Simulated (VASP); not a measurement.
# FeSn2F12 (a cell with a defect) in VASP: notebook

FeSn2F12 (a cell with a defect) is run at these levels: PBE; tasks: single point.

Program: VASP 6.6.1. These are calculated values, not measurements. Logs are shortened: lines on timing, memory, paths and dates and some standing lists are left out, and cuts for length are marked.

### 1 The cell of the first run

The cell holds a defect, 15 atoms: a = 4.891 Å, b = 4.891 Å, c = 14.673 Å, α = 131.08°, β = 131.08°, γ = 71.68°.

### 2 Single point, PBE, collinear spin, ferromagnetic start

The input, INCAR:

```
  PREC = Accurate
  ENCUT = 520
  EDIFF = 1E-6
  ISMEAR = 0
  SIGMA = 0.01
  LREAL = Auto
  LASPH = True
  NELM = 150
  ALGO = Normal
  ISIF = 2
  LWAVE = False
  LCHARG = False
  ISPIN = 2
  MAGMOM = 0 0 4 0 0 0 0 0 0 0 0 0 0 0 0
  LORBIT = 11
  LMAXMIX = 4
  GGA = PE
  NBANDS = 77
```

The input, KPOINTS:

```
regular mesh
0
Gamma
  3 3 1
```

The input, POSCAR:

```
FeSn2F12
1.0
   -2.0250000000      2.0250000000      3.9650000000
    2.0250000000     -2.0250000000      3.9650000000
    6.0750000000      6.0750000000    -11.8950000000
Sn Fe F
2 1 12
Direct
    0.0000000000      0.0000000000      0.0000000000
    0.0000000000      0.0000000000      0.3333333300
    0.0000000000      0.0000000000      0.6666666700
    0.2370000000      0.2370000000      0.0000000000
    0.2370000000      0.2370000000      0.3333333300
    0.2370000000      0.2370000000      0.6666666700
    0.7630000000      0.7630000000      0.0000000000
    0.7630000000      0.7630000000      0.3333333300
    0.7630000000      0.7630000000      0.6666666700
    0.5000000000      0.0000000000      0.1666666700
    0.5000000000      0.0000000000      0.5000000000
    0.5000000000      0.0000000000      0.8333333300
    0.0000000000      0.5000000000      0.1666666700
    0.0000000000      0.5000000000      0.5000000000
    0.0000000000      0.5000000000      0.8333333300
```

Potentials or basis: VASP PAW PBE potentials, release 64 (Sn_d, Fe, F).

On the command line:

```bash
$ cat potpaw_PBE.64/Sn_d/POTCAR potpaw_PBE.64/Fe/POTCAR potpaw_PBE.64/F/POTCAR > POTCAR
$ mpirun -np 1 vasp_std > vasp.out
```

OUTCAR:

```text
PREC = Accurate
   ENCUT = 520
   EDIFF = 1E-6
   ISMEAR = 0
   LREAL = Auto
   LASPH = True
   NELM = 150
   ISIF = 2
   ISPIN = 2
   LORBIT = 11
   GGA = PE

 ion  position               nearest neighbor table
   1  0.000  0.000  0.000-   4 1.88   7 1.88  10 2.03  13 2.03  15 2.03  12 2.03
   2  0.000  0.000  0.333-   5 1.88   8 1.88  13 2.02  10 2.02  11 2.03  14 2.03
   3  0.000  0.000  0.667-   6 1.88   9 1.88  12 2.02  15 2.02  14 2.03  11 2.03
   4  0.237  0.237  0.000-   1 1.88
   5  0.237  0.237  0.333-   2 1.88
   6  0.237  0.237  0.667-   3 1.88
   7  0.763  0.763  0.000-   1 1.88
   8  0.763  0.763  0.333-   2 1.88
   9  0.763  0.763  0.667-   3 1.88
  10  0.500  0.000  0.167-   2 2.02   1 2.03
  11  0.500  0.000  0.500-   3 2.03   2 2.03
  12  0.500  0.000  0.833-   3 2.02   1 2.03
  13  0.000  0.500  0.167-   2 2.02   1 2.03
  14  0.000  0.500  0.500-   3 2.03   2 2.03
  15  0.000  0.500  0.833-   3 2.02   1 2.03

  LATTYP: Found a face centered orthorhombic cell.
 ALAT       =     5.7275649276
 B/A-ratio  =     1.3845325370
 C/A-ratio  =     3.0000000000

  Lattice vectors:

 A1 = (  -6.0750000000,  -6.0750000000,   3.9650000000)
 A2 = (  -4.0500000000,  -8.1000000000,   0.0000000000)
 A3 = (   2.0250000000,  -2.0250000000,   3.9650000000)

Analysis of symmetry for initial positions (statically):
=====================================================================
 Subroutine PRICEL returns:
 Original cell was already a primitive cell.

 Routine SETGRP: Setting up the symmetry group for a
 face centered orthorhombic supercell.

 Subroutine GETGRP returns: Found  8 space group operations
 (whereof  4 operations were pure point group operations)
 out of a pool of  8 trial point group operations.

The static configuration has the point symmetry C_2v.
 The point group associated with its full space group is D_2h.

Analysis of symmetry for dynamics (positions and initial velocities):
=====================================================================
 Subroutine PRICEL returns:
 Original cell was already a primitive cell.

 Routine SETGRP: Setting up the symmetry group for a
 face centered orthorhombic supercell.

 Subroutine GETGRP returns: Found  8 space group operations
 (whereof  4 operations were pure point group operations)
 out of a pool of  8 trial point group operations.

The dynamic configuration has the point symmetry C_2v.
 The point group associated with its full space group is D_2h.

Analysis of structural, dynamic, and magnetic symmetry:
=====================================================================
 Subroutine PRICEL returns:
 Original cell was already a primitive cell.

 Routine SETGRP: Setting up the symmetry group for a
 face centered orthorhombic supercell.

 Subroutine GETGRP returns: Found  8 space group operations
 (whereof  4 operations were pure point group operations)
 out of a pool of  8 trial point group operations.

The overall configuration has the point symmetry C_2v.
 The point group associated with its full space group is D_2h.

 Subroutine INISYM returns: Found  8 space group operations
 (whereof  4 operations are pure point group operations),
 and found     1 'primitive' translations

----------------------------------------------------------------------------------------

                                     Primitive cell

  volume of cell :     195.1077

  direct lattice vectors                    reciprocal lattice vectors
    -2.025000000  2.025000000  3.965000000    -0.000000000  0.246913580  0.126103405
     2.025000000 -2.025000000  3.965000000     0.246913580 -0.000000000  0.126103405
     6.075000000  6.075000000-11.895000000     0.082304527  0.082304527  0.000000000

  length of vectors
     4.891060723  4.891060723 14.673182170     0.277251483  0.277251483  0.116396178

  position of ions in fractional coordinates (direct lattice)
     0.000000000  0.000000000  0.000000000
     0.000000000  0.000000000  0.333333330
     0.000000000  0.000000000  0.666666670
     0.237000000  0.237000000  0.000000000
     0.237000000  0.237000000  0.333333330
[... 84 lines left out ...]
   NFREE  =      0    steps in history (QN), initial steepest desc. (CG)
   ISIF   =      2    stress and relaxation
   ISYM   =      2    0-nonsym 1-usesym 2-fastsym
   POTIM  = 0.5000    time-step for ionic-motion
   TEBEG  =    0.0;   TEEND  =   0.0 temperature during run
   PSTRESS=    0.0 pullay stress
   NELECT =     120.0000    total number of electrons
   NUPDOWN=      -1.0000    fix difference up-down
   EMIN   =  10.00;   EMAX   =-10.00  energy-range for DOS
   EFERMI =   0.00;   METHOD = LEGACY
   ISMEAR =     0;   SIGMA  =   0.01  broadening in eV -4-tet -1-fermi 0-gaus
   EFERMI_NEDOS =   21; number of points for ismear=-14 and -15
   IALGO  =     38    algorithm
   IMIX   =      4    mixing-type and parameters
     AMIX     =   0.40;   BMIX     =  1.00
     AMIX_MAG =   1.60;   BMIX_MAG =  1.00
  volume/ion in A,a.u.               =      13.01        87.78
  Fermi-wavevector in a.u.,A,eV,Ry     =   1.392228  2.630930 26.372163  1.938299
  Thomas-Fermi vector in A             =   2.515991
   LORBIT       =     11    0 simple, 1 ext, 2 COOP (PROOUT), +10 PAW based schemes
   GGA     = PE    functional components
   LHFCALC =     F    Hartree Fock is set to
   AEXX    =    0.0000 exact exchange contribution
   IVDW    =     0    specifies the selected vdW correction
   LEPSILON=     F    determine dielectric tensor
   LRPA    =     F    only Hartree local field effects (RPA)
 spin polarized calculation
 Gauss-broadening in eV      SIGMA  =   0.01
  energy-cutoff  :      520.00
  volume of cell :      195.11
 maximum number of plane-waves:      5303
   NGX = 19   NGY = 19   NGZ = 55

 number of electron     120.0000040 magnetization       4.0001475

 Free energy of the ion-electron system (eV)
  ---------------------------------------------------
  ext. energy  EPLUGINS =         0.00000000
  ---------------------------------------------------
  free energy    TOTEN  =       -69.33629289 eV

  energy without entropy =      -69.33629289  energy(sigma->0) =      -69.33629289

 E-fermi :  -0.9114     XC(G=0):  -9.5743

 val. band max:       -0.9580898595   @ k =   0.3333   0.3333   0.0000
 cond. band min:      -0.5264951076   @ k =   0.3333   0.3333   0.0000
 fundamental gap:      0.4315947519
 Fermi energy:        -0.9113698929

 spin component 1

 k-point     1 :       0.0000    0.0000    0.0000
  band No.  band energies     occupation
      1     -22.9862      1.00000
      2     -22.9054      1.00000
      3     -22.4418      1.00000
      4     -22.4186      1.00000
      5     -22.3719      1.00000
      6     -22.3008      1.00000
[... 289 lines left out ...]
     71      10.6429      0.00000
     72      11.0540      0.00000
 Fermi energy:        -0.9113698929

 spin component 2

 k-point     1 :       0.0000    0.0000    0.0000
  band No.  band energies     occupation
      1     -22.9678      1.00000
      2     -22.8801      1.00000
      3     -22.4226      1.00000
      4     -22.4123      1.00000
      5     -22.2608      1.00000
      6     -22.1854      1.00000
[... 289 lines left out ...]
     71      10.6787      0.00000
     72      11.3728      0.00000
 [bands above 72 left out]

------------------------ aborting loop because EDIFF is reached ----------------------------------------

  FORCE on cell =-STRESS in cart. coord.  units (eV):
  Direction    XX          YY          ZZ          XY          YZ          ZX
  --------------------------------------------------------------------------------------
  -------------------------------------------------------------------------------------
  Total        3.3678479      3.3678479     -0.1804663      0.0372046      0.0000000      0.0000000
  in kB       27.6559490     27.6559490     -1.4819457      0.3055150      0.0000000      0.0000000
  external PRESSURE =      17.9433174 kB  Pullay stress =       0.0000000 kB

 VOLUME and BASIS-vectors are now :
 -----------------------------------------------------------------------------
  energy-cutoff  :      520.00
  volume of cell :      195.11
      direct lattice vectors                 reciprocal lattice vectors
    -2.025000000  2.025000000  3.965000000    -0.000000000  0.246913580  0.126103405
     2.025000000 -2.025000000  3.965000000     0.246913580 -0.000000000  0.126103405
     6.075000000  6.075000000-11.895000000     0.082304527  0.082304527  0.000000000

 POSITION                                       TOTAL-FORCE (eV/Angst)
 -----------------------------------------------------------------------------------
      0.00000      0.00000      0.00000        -0.075557     -0.075557      0.000000
      2.02500      2.02500     -3.96500         0.075557      0.075557      0.000000
      4.05000      4.05000     -7.93000         0.000000     -0.000000      0.000000
      0.00000      0.00000      1.87941        -0.011922     -0.011922      0.902483
      2.02500      2.02500     -2.08559         0.011922      0.011922      0.902483
      4.05000      4.05000     -6.05059         0.000000     -0.000000     -2.684617
      0.00000      0.00000      6.05059        -0.011922     -0.011922     -0.902483
      2.02500      2.02500      2.08559         0.011922      0.011922     -0.902483
      4.05000      4.05000     -1.87941         0.000000     -0.000000      2.684617
      0.00000      2.02500     -0.00000         0.000000     -0.000000      0.000000
      2.02500      4.05000     -3.96500         0.053870      1.515328      0.000000
      4.05000      6.07500     -7.93000        -0.053870     -1.515328     -0.000000
      2.02500      0.00000     -0.00000         0.000000     -0.000000      0.000000
      4.05000      2.02500     -3.96500         1.515328      0.053870      0.000000
      6.07500      4.05000     -7.93000        -1.515328     -0.053870     -0.000000
 -----------------------------------------------------------------------------------
    total drift:                                0.000360      0.000360     -0.000403

  FREE ENERGIE OF THE ION-ELECTRON SYSTEM (eV)
  ---------------------------------------------------
  free  energy   TOTEN  =       -69.3362928878 eV

  energy  without entropy=      -69.3362928878  energy(sigma->0) =      -69.33629289

 total charge

# of ion       s       p       d       tot
------------------------------------------
    1        0.842   1.026  10.421  12.288
    2        0.842   1.026  10.421  12.288
    3        0.303   0.466   5.707   6.476
    4        1.747   4.341   0.000   6.088
    5        1.747   4.341   0.000   6.088
    6        1.751   4.213   0.000   5.964
    7        1.747   4.341   0.000   6.088
    8        1.747   4.341   0.000   6.088
    9        1.751   4.213   0.000   5.964
   10        1.737   4.398   0.000   6.135
   11        1.738   4.347   0.000   6.085
   12        1.738   4.347   0.000   6.085
   13        1.737   4.398   0.000   6.135
   14        1.738   4.347   0.000   6.085
   15        1.738   4.347   0.000   6.085
--------------------------------------------------
tot         22.900  54.493  26.549 103.942

 magnetization (x)

# of ion       s       p       d       tot
------------------------------------------
    1        0.002   0.005   0.003   0.010
    2        0.002   0.005   0.003   0.010
    3        0.010   0.014   3.344   3.367
    4        0.000   0.003   0.000   0.003
    5        0.000   0.003   0.000   0.003
    6        0.001   0.102   0.000   0.104
    7        0.000   0.003   0.000   0.003
    8        0.000   0.003   0.000   0.003
    9        0.001   0.102   0.000   0.104
   10        0.000   0.001   0.000   0.001
   11        0.003   0.067   0.000   0.070
   12        0.003   0.067   0.000   0.070
   13        0.000   0.001   0.000   0.001
   14        0.003   0.067   0.000   0.070
   15        0.003   0.067   0.000   0.070
--------------------------------------------------
tot          0.028   0.511   3.350   3.889
```

Wall time 15 min (1 thread of Oxide Virtual Turin-like, shared host); peak memory 0.48 GiB.

What came out:

```
Free energy                                           : -69.3363 eV
Pressure                                              : 1.8 GPa
Largest force                                         : 2.685 eV/Å
Band gap on the k mesh                                : 0.43 eV
Net moment                                            : 4.00 μB per cell
Site moments                                          : Sn +0.01; Fe +3.37; F +0.00, +0.10, +0.07 (each value once) μB
Valence electrons inside the program's atomic spheres : Sn 12.29; Fe 6.48; F 6.09, 5.96, 6.13, 6.08 (each value once)
```

Forces on the atoms (eV/Å):
```
Sn  -0.076 -0.076  0.000
Sn   0.076  0.076  0.000
Fe   0.000  0.000  0.000
F   -0.012 -0.012  0.902
F    0.012  0.012  0.902
F    0.000  0.000 -2.685
F   -0.012 -0.012 -0.902
F    0.012  0.012 -0.902
F    0.000  0.000  2.685
F    0.000  0.000  0.000
F    0.054  1.515  0.000
F   -0.054 -1.515  0.000
F    0.000  0.000  0.000
F    1.515  0.054  0.000
F   -1.515 -0.054  0.000
```

Caveat: the k points lie up to 0.58 Å⁻¹ apart; semilocal functionals underestimate gaps, and a narrow one can read as zero; spin-orbit coupling is left out, which moves the levels of the heavy elements.

### 3 Single point, PBE, collinear spin, ferromagnetic start

The input, INCAR:

```
SYSTEM = FeSn2F12
PREC = Accurate
ENCUT = 520
EDIFF = 1E-7
ISMEAR = 0
SIGMA = 0.01
LREAL = Auto
LASPH = .TRUE.
NELM = 150
ALGO = Normal
ISIF = 2
LWAVE = .FALSE.
LCHARG = .TRUE.
ISPIN = 2
MAGMOM = 0 0 3.46 0 0 0.11 0 0 0.11 0 0.08 0.08 0 0.08 0.08
LORBIT = 11
LMAXMIX = 4
GGA = PE
LELF = .TRUE.
LVHAR = .TRUE.
NBANDS = 77
```

The input, KPOINTS:

```
Automatic mesh
0
G
  3 3 1
  0 0 0
```

POSCAR is that of step 2.

Potentials or basis: VASP PAW PBE potentials, release 64 (Sn_d, Fe, F).

On the command line:

```bash
$ cat potpaw_PBE.64/Sn_d/POTCAR potpaw_PBE.64/Fe/POTCAR potpaw_PBE.64/F/POTCAR > POTCAR
$ mpirun -np 1 vasp_std > vasp.out
```

Wall time 12 min (1 thread of Oxide Virtual Turin-like, shared host); peak memory 0.47 GiB.

It converged, with:

- Free energy: -69.3363 eV
- Pressure: 1.8 GPa
- Largest force: 2.685 eV/Å
- Band gap on the k mesh: 0.43 eV
- Net moment: 4.00 μB per cell
- Site moments: Sn +0.01; Fe +3.37; F +0.00, +0.10, +0.07 (each value once) μB
- Valence electrons inside the program's atomic spheres: Sn 12.29; Fe 6.48; F 6.09, 5.96, 6.13, 6.08 (each value once)

Forces on the atoms (eV/Å):
```
Sn  -0.075 -0.075  0.000
Sn   0.075  0.075  0.000
Fe   0.000  0.000  0.000
F   -0.012 -0.012  0.902
F    0.012  0.012  0.902
F    0.000  0.000 -2.685
F   -0.012 -0.012 -0.902
F    0.012  0.012 -0.902
F    0.000  0.000  2.685
F    0.000  0.000  0.000
F    0.054  1.516  0.000
F   -0.054 -1.516  0.000
F    0.000  0.000  0.000
F    1.516  0.054  0.000
F   -1.516 -0.054  0.000
```

Stress tensor (GPa, compression positive):
```
 2.77  0.03  0.00
 0.03  2.77  0.00
 0.00  0.00 -0.14
```

Levels at points of the mesh, in eV from the valence-band top:
Spin up:
```
           k point  band 59  band 60  band 61  band 62  band 63  band 64  band 65  band 66
(0.00, 0.00, 0.00)    -0.35    -0.27    -0.18    -0.08     0.45     4.30     6.62     8.63
```
Spin down:
| k point | band 55 | band 56 | band 57 | band 58 | band 59 | band 60 | band 61 | band 62 |
| --- | --- | --- | --- | --- | --- | --- | --- | --- |
| (0.00, 0.00, 0.00) | -0.27 | -0.26 | -0.22 | -0.17 | 1.03 | 1.12 | 1.27 | 2.06 |

Caveat: the k points lie up to 0.58 Å⁻¹ apart; semilocal functionals underestimate gaps, and a narrow one can read as zero; spin-orbit coupling is left out, which moves the levels of the heavy elements.

[end of part 1 of 2]
